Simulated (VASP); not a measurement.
The system is Si2F.

```
Si F
1.0
     3.43422    0.00000    0.00000
    -1.71711    2.97412    0.00000
     0.00000    0.00000    3.70804
Si F
2 1
Direct
  0.33333 0.66667 0.50000
  0.66667 0.33333 0.50000
  0.00000 0.00000 0.00000
```

* Program: VASP 6.6.1
* Task: relaxation of cell and atoms
* Functional: PBE
* Potentials or basis: VASP PAW PBE potentials, release 64 (Si, F)
* Cutoff: 600 eV
* k mesh: 6 × 6 × 6
* Occupations: gaussian, width 0.1 eV
* Spin: no spin polarisation

At the start: pressure 64.7 GPa; volume 12.62 Å³/atom.

Where does the relaxation end?

Over 17 steps the energy falls by 993.3 meV/atom and the volume is 14.01 Å³/atom (+11.0 %); space group P6/mmm (No. 191, to 0.05 Å).

The path:
```csv
step,energy change (eV),largest force (eV/Å),pressure (GPa),volume (Å³)
1,0.0000,0.0000,64.67,37.87
2,-0.8543,0.0000,-18.15,71.82
3,-2.6745,0.0000,-3.29,52.39
4,-2.6842,0.0000,-2.17,51.70
5,-2.6864,0.0000,-0.91,51.11
6,-2.6861,0.0000,-1.55,51.40
7,-2.7108,0.0000,-1.53,50.65
8,-2.7876,0.0000,-0.97,48.38
9,-2.9309,0.0000,1.35,43.64
10,-1.9685,0.0000,32.37,33.38
11,-2.9483,0.0000,1.84,42.92
12,-2.9534,0.0000,4.81,40.03
13,-2.9660,0.0000,3.35,41.29
14,-2.9780,0.0000,0.74,41.50
15,-2.9780,0.0000,0.88,41.49
16,-2.9791,0.0000,0.55,41.70
17,-2.9798,0.0000,0.09,42.02
```

Final structure:
```
CELL_PARAMETERS angstrom
4.10425 0.00000 0.00000
-2.05212 3.55438 0.00000
0.00000 0.00000 2.88067
ATOMIC_POSITIONS crystal
Si 0.33333 0.66667 0.50000
Si 0.66667 0.33333 0.50000
F 0.00000 0.00000 0.00000
```

Caveat: an odd number of electrons without spin polarisation forces a metal; a magnetic or distorted state may lie lower.
